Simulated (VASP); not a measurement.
Input of a VASP 6.6.1 run:

INCAR

```
SYSTEM = ZnC
PREC = Accurate
ENCUT = 600
EDIFF = 1E-6
ISMEAR = 0
SIGMA = 0.1
LREAL = .False.
LASPH = .True.
NELM = 80
ALGO = Normal
ISIF = 3
LWAVE = .False.
LCHARG = .False.
GGA = PE
IBRION = 2
NSW = 90
EDIFFG = -0.04
```

Contents of KPOINTS:

```
Automatic mesh
0
Gamma
  8 8 8
  0 0 0
```

File POSCAR:

```
ZnC
1.0
   -1.5016660990      1.5605135886      2.2662935702
    1.5016660990     -1.5605135886      2.2662935702
    1.5016660990      1.5605135886     -2.2662935702
Zn C
1 1
Direct
    0.5000000000      0.0000000000      0.5000000000
    0.0000000000      0.5000000000      0.5000000000
```

Potentials or basis: VASP PAW PBE potentials, release 64 (Zn, C).

The run is started by

```sh
$ cat potpaw_PBE.64/Zn/POTCAR potpaw_PBE.64/C/POTCAR > POTCAR
$ mpirun -np 1 vasp_std > vasp.out
```

What does it give for the relaxed cell?

a = 3.115 Å, b = 3.115 Å, c = 3.115 Å, α = 121.57°, β = 119.06°, γ = 89.47°.

Predict the band gap on the k mesh.

zero (bands 8 and 9 overlap by 4.23 eV).

What does it give for the space group after relaxing (to 0.1 Å)?

Immm (No. 71).

Predict the relaxed volume.

10.63 Å³/atom.

Stress tensor (GPa, compression positive):
```
 0.24  0.00  0.00
 0.00  0.17  0.00
 0.00  0.00 -0.05
```
